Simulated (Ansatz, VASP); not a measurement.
Sc in VASP and in Ansatz

File INCAR:

```
SYSTEM = Sc
PREC     = Accurate       ! precision mode
ENCUT    = 520            ! plane-wave cutoff, eV
EDIFF    = 1E-8           ! SCF threshold, eV
ISMEAR   = -1             ! smearing method
SIGMA    = 0.05           ! smearing width, eV
LREAL    = .False.        ! projectors in reciprocal space
LASPH    = .True.         ! aspherical terms in the spheres
NELM     = 60             ! most SCF steps
ALGO     = Normal         ! electronic algorithm
ISIF     = 2              ! what is computed and relaxed
LWAVE    = .False.        ! write WAVECAR
LCHARG   = .False.        ! write CHGCAR
GGA      = PE             ! functional
LEFG     = .True.       
NBANDS   = 18             ! bands
```

Contents of KPOINTS:

```
regular mesh
0
Gamma
  15 15 8
  0 0 0
```

The input POSCAR:

```
Sc
1.0
    3.3844744701      0.0000000000      0.0000000000
   -1.6922372351      2.9310408696      0.0000000000
    0.0000000000      0.0000000000      5.2692094551
Sc
2
Direct
    0.3333333333      0.6666666667      0.2500000000
    0.6666666667      0.3333333333      0.7500000000
```

Input for Ansatz:

```yaml
crystal:
  lattice:
    - [3.3844744701, 0.0, 0.0]
    - [-1.6922372351, 2.9310408696, 0.0]
    - [0.0, 0.0, 5.2692094551]
  atoms:
    - { symbol: Sc, position: [0.3333333333, 0.6666666667, 0.25] }
    - { symbol: Sc, position: [0.6666666667, 0.3333333333, 0.75] }
kpoints:
  mp_grid: { grid: [15, 15, 8] }
scf:
  occupations: { method: fermi_dirac, width: 0.05 }
hamiltonian:
  xc: pbe
  pseudopotentials: { kind: paw }
output:
  forces: true
  stress: true
  eigenvalues: true
  efg: { contact_densities: true }
```

Change from the starting cell: volume scaled by 1.06, PAW files.

Alike in both runs: task electric field gradients; functional PBE; k mesh 15 × 15 × 8; occupations fermi-dirac, width 0.05 eV; no spin polarisation.

|  | VASP | Ansatz |
| --- | --- | --- |
| version | VASP 6.6.1 | Ansatz 0.2.0 |
| potentials or method | VASP PAW PBE potentials, release 64 (Sc_sv) | PAW with Ansatz's default frozen-core files, scalar-relativistic |
| plane-wave cutoff (eV) | 520 | 420 |
| valence electrons in the cell | 22 | 22 |

|  | VASP | Ansatz | Ansatz less VASP |
| --- | --- | --- | --- |
| pressure (GPa) | -2.9 | -2.9 | -0.02 |
| traceless stress, the component that is largest in VASP (GPa) | 0.08 | 0.08 | -0.004 |
| size of Vzz on the site where it differs most (V/Å²) | 11.6 | 10.9 | -0.74 |
